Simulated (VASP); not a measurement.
# AlSn (P-6m2) in VASP: further runs

AlSn is run at these levels: RPBE, PBEsol, PBE; tasks: relaxation of cell and atoms, single point.

All numbers are computed with VASP 6.6.1; they aren't measurements. Logs are shortened: lines on timing, memory, paths and dates and some standing lists are left out, and cuts for length are marked.

## (1) The cell of the first run

Symmetry: P-6m2, No. 187, hexagonal system. The conventional cell has a = 4.198 Å, b = 4.198 Å, c = 3.307 Å, α = 90.00°, β = 90.00°, γ = 120.00°. Within 3.9 Å of Sn (site symmetry -6m2) lie 6 Al at 2.93 Å and 2 Sn at 3.31 Å. Within 3.9 Å of Al (site symmetry -6m2) lie 6 Sn at 2.93 Å and 2 Al at 3.31 Å.

## (2) Relaxation of cell and atoms, RPBE

The input, INCAR:

```
SYSTEM = AlSn
ALGO     = Fast           ! electronic algorithm
EDIFF    = 1E-6           ! SCF threshold, eV
EDIFFG   = -0.01          ! ionic threshold
ENCUT    = 600            ! plane-wave cutoff, eV
GGA      = RP             ! functional
IBRION   = 2              ! ionic algorithm
ISIF     = 3              ! what is computed and relaxed
ISMEAR   = -1             ! smearing method
LASPH    = .TRUE.         ! aspherical terms in the spheres
LCHARG   = .FALSE.        ! write CHGCAR
LREAL    = .FALSE.        ! projectors in reciprocal space
LWAVE    = .FALSE.        ! write WAVECAR
NELM     = 100            ! most SCF steps
NSW      = 60             ! ionic steps
PREC     = Accurate       ! precision mode
SIGMA    = 0.05           ! smearing width, eV
```

The input, KPOINTS:

```
k-points
0
G
  7 7 8
  0 0 0
```

The input, POSCAR:

```
AlSn
1.0
    4.1981056157      0.0000000000      0.0000000000
   -2.0990528078      3.6356661109      0.0000000000
    0.0000000000      0.0000000000      3.3068470000
Sn Al
1 1
Direct
    0.3333333333      0.6666666667      0.5000000000
    0.0000000000      0.0000000000      0.0000000000
```

Potentials or basis: VASP PAW PBE potentials, release 64 (Sn_d, Al).

The run is started by

```console
> cat potpaw_PBE.64/Sn_d/POTCAR potpaw_PBE.64/Al/POTCAR > POTCAR
> mpirun -np 1 vasp_std > vasp.out
```

OUTCAR:

```text
SYSTEM = AlSn
   EDIFF = 1E-6
   EDIFFG = -0.01
   ENCUT = 600
   GGA = RP
   IBRION = 2
   ISIF = 3
   ISMEAR = -1
   LASPH = .TRUE.
   LREAL = .FALSE.
   NELM = 100
   NSW = 60
   PREC = Accurate

 ion  position               nearest neighbor table
   1  0.333  0.667  0.500-   2 2.93   2 2.93   2 2.93   2 2.93   2 2.93   2 2.93
   2  0.000  0.000  0.000-   1 2.93   1 2.93   1 2.93   1 2.93   1 2.93   1 2.93

  LATTYP: Found a hexagonal cell.
 ALAT       =     4.1981056157
 C/A-ratio  =     0.7876998110

  Lattice vectors:

 A1 = (   4.1981056157,   0.0000000000,   0.0000000000)
 A2 = (  -2.0990528078,   3.6356661109,   0.0000000000)
 A3 = (   0.0000000000,   0.0000000000,   3.3068470000)

Analysis of symmetry for initial positions (statically):
=====================================================================
 Subroutine PRICEL returns:
 Original cell was already a primitive cell.

 Routine SETGRP: Setting up the symmetry group for a
 hexagonal supercell.

 Subroutine GETGRP returns: Found 12 space group operations
 (whereof 12 operations were pure point group operations)
 out of a pool of 24 trial point group operations.

The static configuration has the point symmetry D_3h.

Analysis of symmetry for dynamics (positions and initial velocities):
=====================================================================
 Subroutine PRICEL returns:
 Original cell was already a primitive cell.

 Routine SETGRP: Setting up the symmetry group for a
 hexagonal supercell.

 Subroutine GETGRP returns: Found 12 space group operations
 (whereof 12 operations were pure point group operations)
 out of a pool of 24 trial point group operations.

The dynamic configuration has the point symmetry D_3h.

 Subroutine INISYM returns: Found 12 space group operations
 (whereof 12 operations are pure point group operations),
 and found     1 'primitive' translations

----------------------------------------------------------------------------------------

                                     Primitive cell

  volume of cell :      50.4721

  direct lattice vectors                    reciprocal lattice vectors
     4.198105616  0.000000000  0.000000000     0.238202678  0.137526380  0.000000000
    -2.099052808  3.635666111  0.000000000     0.000000000  0.275052760  0.000000000
     0.000000000  0.000000000  3.306847000     0.000000000  0.000000000  0.302402863

  length of vectors
     4.198105616  4.198105616  3.306847000     0.275052760  0.275052760  0.302402863

  position of ions in fractional coordinates (direct lattice)
     0.333333333  0.666666667  0.500000000
     0.000000000  0.000000000  0.000000000

  ion indices of the primitive-cell ions
   primitive index   ion index
                 1           1
                 2           2

----------------------------------------------------------------------------------------

 KPOINTS: k-points

Automatic generation of k-mesh.
 Grid dimensions read from file:
 generate k-points for:    7    7    8

 Generating k-lattice:

  Cartesian coordinates                     Fractional coordinates (reciprocal lattice)
     0.034028954  0.019646626  0.000000000     0.142857143  0.000000000  0.000000000
     0.000000000  0.039293251  0.000000000     0.000000000  0.142857143  0.000000000
     0.000000000  0.000000000  0.037800358     0.000000000  0.000000000  0.125000000

  Length of vectors
     0.039293251  0.039293251  0.037800358

  Shift w.r.t. Gamma in fractional coordinates (k-lattice)
     0.000000000  0.000000000  0.000000000

 Subroutine IBZKPT returns following result:
 ===========================================

 Found     40 irreducible k-points:

 Following reciprocal coordinates:
            Coordinates               Weight
  0.000000  0.000000  0.000000      1.000000
  0.142857  0.000000  0.000000      6.000000
  0.285714  0.000000  0.000000      6.000000
  0.428571  0.000000  0.000000      6.000000
  0.142857  0.142857  0.000000      6.000000
  0.285714  0.142857  0.000000     12.000000
[... 16 lines left out ...]
  0.428571  0.142857  0.250000     12.000000
  0.285714  0.285714  0.250000     12.000000
 [... further k-points ...]
   k-points           NKPTS =     40   k-points in BZ     NKDIM =     40   number of bands    NBANDS=     12
   number of dos      NEDOS =    301   number of ions     NIONS =      2
   total plane-waves  NPLWV =  36288
   dimension x,y,z NGX =    36 NGY =   36 NGZ =   28
   dimension x,y,z NGXF=    72 NGYF=   72 NGZF=   56
   ions per type =               1   1
   NGX,Y,Z   is equivalent  to a cutoff of  14.26, 14.26, 14.08 a.u.
   NGXF,Y,Z  is equivalent  to a cutoff of  28.51, 28.51, 28.15 a.u.
 SYSTEM =  AlSn
   PREC   = accura    normal or accurate (medium, high low for compatibility)
   ISTART =      0    job   : 0-new  1-cont  2-samecut
   ICHARG =      2    charge: 1-file 2-atom 10-const
   ISPIN  =      1    spin polarized calculation?
   LNONCOLLINEAR =      F non collinear calculations
   LSORBIT =      F    spin-orbit coupling
   LASPH  =      T    aspherical Exc in radial PAW
   ENCUT  =  600.0 eV  44.10 Ry    6.64 a.u.   8.38  8.38  6.60*2*pi/ulx,y,z
   NELM   =    100;   NELMIN=  2; NELMDL= -5     # of ELM steps
   EDIFF  = 0.1E-05   stopping-criterion for ELM
   LREAL  =      F    real-space projection
   EDIFFG = -.1E-01   stopping-criterion for IOM
   NSW    =     60    number of steps for IOM
   IBRION =      2    ionic relax: 0-MD 1-quasi-New 2-CG
   NFREE  =      1    steps in history (QN), initial steepest desc. (CG)
   ISIF   =      3    stress and relaxation
   ISYM   =      2    0-nonsym 1-usesym 2-fastsym
   POTIM  = 0.5000    time-step for ionic-motion
   TEBEG  =    0.0;   TEEND  =   0.0 temperature during run
   PSTRESS=    0.0 pullay stress
   NELECT =      17.0000    total number of electrons
   NUPDOWN=      -1.0000    fix difference up-down
   EMIN   =  10.00;   EMAX   =-10.00  energy-range for DOS
   EFERMI =   0.00;   METHOD = LEGACY
   ISMEAR =    -1;   SIGMA  =   0.05  broadening in eV -4-tet -1-fermi 0-gaus
   EFERMI_NEDOS =   21; number of points for ismear=-14 and -15
   IALGO  =     68    algorithm
   IMIX   =      4    mixing-type and parameters
     AMIX     =   0.40;   BMIX     =  1.00
     AMIX_MAG =   1.60;   BMIX_MAG =  1.00
  volume/ion in A,a.u.               =      25.24       170.30
  Fermi-wavevector in a.u.,A,eV,Ry     =   1.139044  2.152482 17.652500  1.297422
  Thomas-Fermi vector in A             =   2.275748
   LORBIT       =      0    0 simple, 1 ext, 2 COOP (PROOUT), +10 PAW based schemes
   GGA     = RP    functional components
   LHFCALC =     F    Hartree Fock is set to
   AEXX    =    0.0000 exact exchange contribution
   IVDW    =     0    specifies the selected vdW correction
   LEPSILON=     F    determine dielectric tensor
   LRPA    =     F    only Hartree local field effects (RPA)
 conjugate gradient relaxation of ions
 non-spin polarized calculation
 RMM-DIIS sequential band-by-band and
  energy-cutoff  :      600.00
  volume of cell :       50.47
 maximum number of plane-waves:      1730
 NGX is ok and might be reduce to    36
   NGX = 17   NGY = 17   NGZ = 13

--------------------------------------- Ionic step        1  -------------------------------------------

 number of electron      17.0000000 magnetization

 Free energy of the ion-electron system (eV)
  ---------------------------------------------------
  ext. energy  EPLUGINS =         0.00000000
  ---------------------------------------------------
  free energy    TOTEN  =        -6.59149074 eV

  energy without entropy =       -6.58721402  energy(sigma->0) =       -6.58935238

------------------------ aborting loop because EDIFF is reached ----------------------------------------

  FORCE on cell =-STRESS in cart. coord.  units (eV):
  Direction    XX          YY          ZZ          XY          YZ          ZX
  --------------------------------------------------------------------------------------
  -------------------------------------------------------------------------------------
  Total        0.4222251      0.4222251      0.5242058      0.0000000      0.0000000      0.0000000
  in kB       13.4030362     13.4030362     16.6402926      0.0000000      0.0000000      0.0000000
  external PRESSURE =      14.4821217 kB  Pullay stress =       0.0000000 kB
[... 237 lines left out ...]
  energy  without entropy=       -6.5937806027  energy(sigma->0) =       -6.59575840

--------------------------------------- Ionic step        8  -------------------------------------------

 number of electron      17.0000008 magnetization

 Free energy of the ion-electron system (eV)
  ---------------------------------------------------
  ext. energy  EPLUGINS =         0.00000000
  ---------------------------------------------------
  free energy    TOTEN  =        -6.59774456 eV

  energy without entropy =       -6.59374126  energy(sigma->0) =       -6.59574291

 E-fermi :   6.2473     XC(G=0):  -9.3695

 val. band max:        6.1634282087   @ k =   0.2857   0.2857   0.2500
 cond. band min:       6.2568092455   @ k =   0.0000   0.0000   0.1250
 fundamental gap:      0.0933810368
 Fermi energy:         6.2472617880

 k-point     1 :       0.0000    0.0000    0.0000
  band No.  band energies     occupation
      1     -15.1557      2.00000
      2     -15.0611      2.00000
      3     -15.0611      2.00000
      4     -15.0430      2.00000
      5     -15.0430      2.00000
      6      -4.0112      2.00000
      7       6.0329      1.97289
      8       6.0329      1.97289
      9       6.8397      0.00001
     10       8.8180      0.00000
     11       9.3401      0.00000
     12       9.3401      0.00000
[... 331 lines left out ...]
 k-point    24 :       0.2857    0.2857    0.2500
  band No.  band energies     occupation
      1     -15.0794      2.00000
      2     -15.0767      2.00000
      3     -15.0664      2.00000
      4     -15.0528      2.00000
      5     -15.0452      2.00000
      6      -1.1654      2.00000
      7       1.0602      2.00000
      8       3.5179      2.00000
      9       6.1634      1.68493
     10       7.7485      0.00000
     11      10.3462      0.00000
     12      11.7528      0.00000

 [... further k-points ...]

------------------------ aborting loop because EDIFF is reached ----------------------------------------

  FORCE on cell =-STRESS in cart. coord.  units (eV):
  Direction    XX          YY          ZZ          XY          YZ          ZX
  --------------------------------------------------------------------------------------
  -------------------------------------------------------------------------------------
  Total        0.0180649      0.0180649      0.0010602      0.0000000      0.0000000      0.0000000
  in kB        0.5576648      0.5576648      0.0327281      0.0000000      0.0000000      0.0000000
  external PRESSURE =       0.3826859 kB  Pullay stress =       0.0000000 kB
[... 17 lines left out ...]
  FREE ENERGIE OF THE ION-ELECTRON SYSTEM (eV)
  ---------------------------------------------------
  free  energy   TOTEN  =        -6.5977445609 eV

  energy  without entropy=       -6.5937412588  energy(sigma->0) =       -6.59574291

 reached required accuracy - stopping structural energy minimisation
```

It took 2.3 min on 1 thread of AMD EPYC 7R13 (Zen 3), shared host; peak memory 0.18 GiB.

What came out:

```yaml
Free_energy: -6.5977 eV
Relaxed_volume: 25.95 Å³/atom
Relaxed_cell: a = 4.238 Å, b = 4.238 Å, c = 3.337 Å, α = 90.00°, β = 90.00°, γ = 120.00°
Space_group_after_relaxing_to_0.05_Å: P-6m2 (No. 187)
Energy_gained_by_relaxing: 3.1 meV/atom
Ionic_steps: 8
Pressure_after_relaxing: 0.0 GPa
```

Step by step:
```
step  energy change (eV)  largest force (eV/Å)  pressure (GPa)  volume (Å³)
   1              0.0000                0.0000            1.45        50.47
   2             -0.0059                0.0000            0.00        52.16
   3             -0.0060                0.0000           -0.13        52.09
   4             -0.0062                0.0000           -0.05        51.94
   5             -0.0062                0.0000            0.06        51.81
   6             -0.0062                0.0000           -0.01        51.87
   7             -0.0062                0.0000           -0.01        51.89
   8             -0.0063                0.0000            0.04        51.90
```

Final structure:
```
Sn Al
1.0
     4.23789    0.00000    0.00000
    -2.11895    3.67012    0.00000
     0.00000    0.00000    3.33688
Sn Al
1 1
Direct
  0.33333 0.66667 0.50000
  0.00000 0.00000 0.00000
```

Caveat: the PAW data sets were made with another functional, which shifts forces and pressure a little; spin-orbit coupling is left out, which moves the levels of the heavy elements.

## (3) Single point, PBEsol, non-collinear spin, zero start, spin-orbit coupling

The input, INCAR:

```
SYSTEM = AlSn
PREC = Accurate ; ENCUT = 520
EDIFF = 1E-7 ; ISMEAR = -1
SIGMA = 0.05 ; LREAL = .False.
LASPH = .True. ; NELM = 150
ALGO = Normal ; ISIF = 2
LWAVE = .False. ; LCHARG = .True.
LNONCOLLINEAR = .True. ; MAGMOM = 0 0 0 0 0 0
LORBIT = 11 ; LSORBIT = .True.
GGA_COMPAT = .False. ; LORBMOM = .True.
GGA = PS ; LVHAR = .True.
NBANDS = 29
```

The input, KPOINTS:

```
Automatic mesh
0
Gamma
  5 5 6
  0 0 0
```

POSCAR is that of step 2.

Potentials or basis: VASP PAW PBE potentials, release 64 (Sn_d, Al).

The run is started by

```console
> cat potpaw_PBE.64/Sn_d/POTCAR potpaw_PBE.64/Al/POTCAR > POTCAR
> mpirun -np 1 vasp_ncl > vasp.out
```

It took 79 s on 1 thread of AMD EPYC 7R13 (Zen 3), shared host; peak memory 0.27 GiB.

It converged, with:

* Free energy: -7.9438 eV
* Pressure: -2.1 GPa
* Net moment: 0.00 μB per cell
* Valence electrons inside the program's atomic spheres: Sn 12.29; Al 0.74

Stress tensor (GPa, compression positive):
```
-1.65  0.00  0.00
 0.00 -1.65  0.00
 0.00  0.00 -2.90
```

Moments on the atoms (μB; x, y, z):
```
Sn  0.00 0.00 0.00
Al  0.00 0.00 0.00
```

Caveat: the PAW data sets were made with another functional, which shifts forces and pressure a little.

## (4) Single point, PBE

This run uses another cell than the first one, of 24.23 Å³/atom, 0.960 times its volume.

The input, INCAR:

```
  PREC = Accurate
  ENCUT = 520
  EDIFF = 1E-7
  ISMEAR = -1
  SIGMA = 0.05
  LREAL = False
  LASPH = True
  NELM = 60
  ALGO = Normal
  ISIF = 2
  LWAVE = False
  LCHARG = False
  GGA = PE
  NBANDS = 16
```

The input, KPOINTS:

```
regular mesh
0
Gamma
  7 7 8
```

The input, POSCAR:

```
AlSn
1.0
    4.1413675035      0.0000000000      0.0000000000
   -2.0706837517      3.5865294644      0.0000000000
    0.0000000000      0.0000000000      3.2621543997
Sn Al
1 1
Direct
    0.3333333333      0.6666666667      0.5000000000
    0.0000000000      0.0000000000      0.0000000000
```

The run is started by

```console
> cat potpaw_PBE.64/Sn_d/POTCAR potpaw_PBE.64/Al/POTCAR > POTCAR
> mpirun -np 1 vasp_std > vasp.out
```

Wall time 11 s (1 thread of Intel Xeon Platinum 8488C (Sapphire Rapids), shared host); peak memory 0.18 GiB.

The run converged. Its results:

```
Free energy : -7.1858 eV
Pressure    : 2.5 GPa
```

Stress tensor (GPa, compression positive):
```
2.20 0.00 0.00
0.00 2.20 0.00
0.00 0.00 3.13
```

Levels at points of the mesh, in eV from the Fermi level:
```tsv
k point	band 6	band 7	band 8	band 9	band 10	band 11
(0.00, 0.00, 0.00)	-10.74	-0.26	-0.26	0.92	2.67	3.13
(0.00, 0.00, 0.50)	-7.58	-6.42	2.80	2.80	3.65	3.65
```

Caveat: spin-orbit coupling is left out, which moves the levels of the heavy elements.

## (5) Single point, PBE

This run uses another cell than the first one, of 25.74 Å³/atom, 1.020 times its volume.

The input, INCAR:

```
SYSTEM = AlSn
ALGO = Fast
EDIFF = 1E-6
ENCUT = 520
GGA = PE
ISIF = 2
ISMEAR = -1
LASPH = .TRUE.
LCHARG = .FALSE.
LREAL = .FALSE.
LWAVE = .FALSE.
NBANDS = 16
NELM = 80
PREC = Accurate
SIGMA = 0.05
```

The input, KPOINTS:

```
k-points
0
G
  7 7 8
  0 0 0
```

The input, POSCAR:

```
AlSn
1.0
    4.2259084499      0.0000000000      0.0000000000
   -2.1129542249      3.6597440716      0.0000000000
    0.0000000000      0.0000000000      3.3287472872
Sn Al
1 1
Direct
    0.3333333333      0.6666666667      0.5000000000
    0.0000000000      0.0000000000      0.0000000000
```

The run is started by

```console
> cat potpaw_PBE.64/Sn_d/POTCAR potpaw_PBE.64/Al/POTCAR > POTCAR
> mpirun -np 1 vasp_std > vasp.out
```

Run time: 15 s. Hardware: 1 thread of Intel Xeon Platinum 8488C (Sapphire Rapids), shared host; peak memory 0.18 GiB.

Results (log left out):

```
Free energy : -7.2011 eV
Pressure    : -0.8 GPa
```

Levels at points of the mesh, in eV from the Fermi level:
| k point | band 5 | band 6 | band 7 | band 8 | band 9 | band 10 | band 11 | band 12 |
| --- | --- | --- | --- | --- | --- | --- | --- | --- |
| (0.00, 0.00, 0.00) | -21.23 | -10.32 | -0.21 | -0.21 | 0.58 | 2.57 | 3.12 | 3.12 |
| (0.00, 0.00, 0.50) | -21.18 | -7.35 | -6.12 | 2.68 | 2.68 | 3.53 | 3.53 | 3.66 |

Caveat: spin-orbit coupling is left out, which moves the levels of the heavy elements.

## (6) Summary

```csv
task,level,spin,cell,k mesh,cutoff (eV),gap on the mesh (eV),pressure (GPa)
relaxation of cell and atoms,RPBE,off,"relaxed from a = 4.198, b = 4.198, c = 3.307 Å, angles 90.0, 90.0, 120.0°, 2 atoms",7 × 7 × 8,600,none,0.0
single point,PBEsol,"non-collinear, zero start, SOC","a = 4.198, b = 4.198, c = 3.307 Å, angles 90.0, 90.0, 120.0°, 2 atoms",5 × 5 × 6,520,-,-2.1
single point,PBE,off,"a = 4.141, b = 4.141, c = 3.262 Å, angles 90.0, 90.0, 120.0°, 2 atoms",7 × 7 × 8,520,none,2.5
single point,PBE,off,"a = 4.226, b = 4.226, c = 3.329 Å, angles 90.0, 90.0, 120.0°, 2 atoms",7 × 7 × 8,520,none,-0.8
```

Alike in all rows: potentials or basis VASP PAW PBE potentials, release 64 (Sn_d, Al); smearing fermi-dirac 0.05 eV.

Caveats: spin-orbit coupling is left out, which moves the levels of the heavy elements (some runs); the PAW data sets were made with another functional, which shifts forces and pressure a little (some runs).

Total energies depend on the potentials used, so only differences within one code and one set of settings carry meaning.
